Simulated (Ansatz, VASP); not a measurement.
## CuI: VASP beside Ansatz

The input INCAR:

```
ALGO = Normal ; EDIFF = 1E-7
ENCUT = 520 ; GGA = PE
ISIF = 2 ; ISMEAR = -1
LASPH = T ; LCHARG = F
LREAL = F ; LWAVE = F
NBANDS = 26 ; NELM = 100
PREC = Accurate ; SIGMA = 0.02
```

Contents of KPOINTS:

```
k-points
0
Gamma
  5 5 6
```

File POSCAR:

```
CuI
1.0
    3.7822938498     -3.7599220542      0.0000000000
    3.7822938498      3.7599220542      0.0000000000
    0.0000000000      0.0000000000      4.3636751916
Cu I
2 2
Direct
    0.4204388300      0.5795611700      0.7500000000
    0.5795611700      0.4204388300      0.2500000000
    0.7700426800      0.2299573200      0.7500000000
    0.2299573200      0.7700426800      0.2500000000
```

Input for Ansatz:

```yaml
crystal:
  lattice:
    - [3.7822938498, -3.7599220542, 0.0]
    - [3.7822938498, 3.7599220542, 0.0]
    - [0.0, 0.0, 4.3636751916]
  atoms:
    - { symbol: Cu, position: [0.42043883, 0.57956117, 0.75] }
    - { symbol: Cu, position: [0.57956117, 0.42043883, 0.25] }
    - { symbol: I, position: [0.77004268, 0.22995732, 0.75] }
    - { symbol: I, position: [0.22995732, 0.77004268, 0.25] }
kpoints:
  mp_grid: { grid: [5, 5, 6] }
  band_path:
    path:
      - [0.0, 0.0, 0.0]
      - [0.5, 0.5, 0.0]
      - [0.4970513089, 0.5029486911, 0.0]
      - [-0.4970513089, 0.4970513089, 0.0]
      - [0.0, 0.0, 0.0]
      - [0.0, 0.0, 0.5]
      - [-0.4970513089, 0.4970513089, 0.5]
      - [0.4970513089, 0.5029486911, 0.5]
      - [0.5, 0.5, 0.5]
    npoints: 5
scf:
  occupations: { method: fermi_dirac, width: 0.02 }
hamiltonian:
  xc: pbe
  pseudopotentials: { kind: all_electron, lapw: { basis_error: 0.0005 } }
output:
  forces: true
  stress: true
  eigenvalues: true
```

Change from the starting cell: volume scaled by 1.04.

Alike in both runs: task single point; functional PBE; k mesh 5 × 5 × 6; occupations fermi-dirac, width 0.02 eV; no spin polarisation.

|  | VASP | Ansatz |
| --- | --- | --- |
| version | VASP 6.6.1 | Ansatz 0.2.0 |
| potentials or method | VASP PAW PBE potentials, release 64 (Cu, I), cutoff 520 eV | all-electron LAPW, scalar-relativistic |

```tsv
	VASP	Ansatz	Ansatz less VASP
gap on the k mesh at the Fermi level (eV)	1.00	0.98	-0.016
pressure (GPa)	-0.1	-0.1	-0.08
traceless stress, the component that is largest in VASP (GPa)	0.72	0.77	+0.049
rms of the force components (eV/Å)	0.068	0.069	+0.0010
```

Atom by atom the forces differ by 0.005 eV/Å (rms over components). Ansatz ran all-electron here, and VASP with PAW potentials.

Neither program's run includes spin-orbit coupling.
